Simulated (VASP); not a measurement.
BaTiO3, 5 atoms in the cell. It takes space group R3m (No. 160, trigonal). Conventional cell: a = 5.655 Å, b = 5.655 Å, c = 6.955 Å, α = 90.00°, β = 90.00°, γ = 120.00°. Within 3.7 Å of Ba (site symmetry 3m) lie 12 O at 2.79 to 2.89 Å and 8 Ti at 3.37 to 3.59 Å. Ti (site symmetry 3m) has 6 O at 1.87 to 2.14 Å within 2.5 Å. O (site symmetry m) has 2 Ti at 1.87 to 2.14 Å within 2.5 Å. 

```yaml
Program: VASP 6.6.1
Task: relaxation of cell and atoms
Functional: BLYP
Dispersion: D3(BJ)
Potentials_or_basis: VASP PAW PBE potentials, release 64 (Ba_sv, Ti_sv, O)
Cutoff: 600 eV
k_mesh: 6 × 6 × 6
Occupations: gaussian, width 0.01 eV
Spin: no spin polarisation
Dipole_correction: no
Further_INCAR_settings: ALGO = Normal; EDIFF = 1e-06; IBRION = 2; EDIFFG = -0.01; NSW = 80; ISIF = 3
```

Potentials or basis: VASP PAW PBE potentials, release 64 (Ba_sv, Ti_sv, O).

Launch:

```sh
$ cat potpaw_PBE.64/Ba_sv/POTCAR potpaw_PBE.64/Ti_sv/POTCAR potpaw_PBE.64/O/POTCAR > POTCAR
$ mpirun -np 1 vasp_std > vasp.out
```

Hardware: 1 thread of Intel(R) Xeon(R) Platinum 8488C (Sapphire Rapids), on a shared host.

Problem. How long does it take, and how much memory?

Solution. It took 6.3 min on 1 thread of Intel(R) Xeon(R) Platinum 8488C (Sapphire Rapids) (shared host), peak memory 0.25 GiB. Counts: scf iterations 96, k points 32, ion steps 13.
